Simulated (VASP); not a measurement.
NiPt: single point with LDA

NiPt:

```xyz
2
Lattice="2.6733 0.0000 0.0000 0.0000 2.6733 0.0000 0.0000 0.0000 3.5300" Properties=species:S:1:pos:R:3 pbc="T T T"
Ni    1.3367    1.3367    1.7650
Pt    0.0000    0.0000    0.0000
```

This cell differs from its parent crystal: volume scaled by 0.96.

```yaml
Program: VASP 6.6.1
Task: single point
Functional: LDA
Potentials_or_basis: VASP PAW LDA potentials, release 64 (Ni, Pt)
Cutoff: 520 eV
k_mesh: 11 × 11 × 8
Occupations: fermi-dirac, width 0.1 eV
Spin: no spin polarisation
Dipole_correction: no
Further_INCAR_settings: ALGO = Normal; EDIFF = 1e-06; NBANDS = 17
```

| Item | Value |
| --- | --- |
| Pressure | -2.9 GPa |
| Band gap on the k mesh | zero (band 10 reaches 11.46 eV, above the bottom of band 11 at 9.73 eV) |

Levels at points of the mesh, in eV from the Fermi level:
```csv
k point,band 8,band 9,band 10,band 11,band 12,band 13
"(0.00, 0.00, 0.00)",-0.81,0.07,0.31,0.31,3.08,11.47
"(0.00, 0.00, 0.50)",-1.44,-1.42,-1.42,-0.82,-0.60,16.14
```

It took 22 s on 1 thread of Intel(R) Xeon(R) Platinum 8488C (Sapphire Rapids), on a shared host, peak memory 0.16 GiB.

Caveat: spin-orbit coupling is left out, which moves the levels of the heavy elements. Spin polarisation is off, so any magnetic state and its effect on volume and gap are missing.
